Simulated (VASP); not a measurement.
A run of VASP 6.6.1 is set up as follows.

The input POSCAR:

```
SnSe
1.0
    4.2860948229      0.0000000000      0.0000000000
    0.0000000000      4.2860948229      0.0000000000
    0.0000000000      0.0000000000     10.9898489716
Sn Se
2 2
Direct
    0.5000000000      0.0000000000      0.3713940265
    0.0000000000      0.5000000000      0.6286059735
    0.5000000000      0.0000000000      0.6014389233
    0.0000000000      0.5000000000      0.3849121175
```

File INCAR.step1:

```
SYSTEM = SnSe
PREC = Accurate ; ENCUT = 520
ISMEAR = 0 ; SIGMA = 0.05
LREAL = .False. ; LASPH = .True.
NELM = 60 ; NBANDS = 28
GGA = PE ; ALGO = Normal
EDIFF = 1E-4 ; LWAVE = .True.
LCHARG = .False.
```

File INCAR.step2:

```
SYSTEM = SnSe
PREC = Accurate ; ENCUT = 520
EDIFF = 1E-7 ; ISMEAR = 0
SIGMA = 0.05 ; LREAL = .False.
LASPH = .True. ; NELM = 60
ALGO = Normal ; ISIF = 2
LWAVE = .False. ; LCHARG = .False.
METAGGA = R2SCAN ; LMIXTAU = .True.
NBANDS = 28 ; ISTART = 1
```

KPOINTS

```
Automatic mesh
0
Gamma
  6 6 4
  0 0 0
```

Potentials or basis: VASP PAW PBE potentials, release 64 (Sn_d, Se).

Command:

```console
$ cat potpaw_PBE.64/Sn_d/POTCAR potpaw_PBE.64/Se/POTCAR > POTCAR
$ cp INCAR.step1 INCAR
$ mpirun -np 1 vasp_std > vasp.out
$ cp INCAR.step2 INCAR
$ mpirun -np 1 vasp_std > vasp.out
```

Q: What does it give for the band gap on the k mesh?

A: 1.65 eV.

Q: Estimate the largest force.

A: 1.294 eV/Å.

Forces on the atoms (eV/Å):
```
Sn   0.000  0.000 -1.235
Sn   0.000  0.000 -0.157
Se   0.000  0.000  1.294
Se   0.000  0.000  0.098
```

Caveat: the cell differs from its parent crystal (atom 3 (Se) moved +0.150 Å towards its neighbour atom 1 (Sn) at 2.678 Å); there is no dipole correction, which matters where the two faces differ; the PAW data sets were made with another functional, which shifts forces and pressure a little; spin-orbit coupling is left out, which moves the levels of the heavy elements.
